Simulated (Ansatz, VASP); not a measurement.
Cs: VASP beside Ansatz

```xyz
1
Lattice="0.0000 3.8784 3.8784 3.8784 0.0000 3.8784 3.8784 3.8784 0.0000" Properties=species:S:1:pos:R:3 pbc="T T T"
Cs    0.0000    0.0000    0.0000
```

Alike in both runs: task single point; functional LDA; k mesh 12 × 12 × 12; occupations fermi-dirac, width 0.05 eV; no spin polarisation.

|  | VASP | Ansatz |
| --- | --- | --- |
| version | VASP 6.6.1 | Ansatz 0.2.0 |
| potentials or method | VASP PAW LDA potentials, release 64 (Cs_sv), cutoff 520 eV | all-electron LAPW, scalar-relativistic |

```csv
,VASP,Ansatz,Ansatz less VASP
pressure (GPa),-0.3,-0.3,+0.01
```

LDA's correlation is that of Perdew and Zunger in VASP and of Perdew and Wang (1992) in Ansatz. Ansatz ran all-electron here, and VASP with PAW potentials.

Spin-orbit coupling is off throughout.
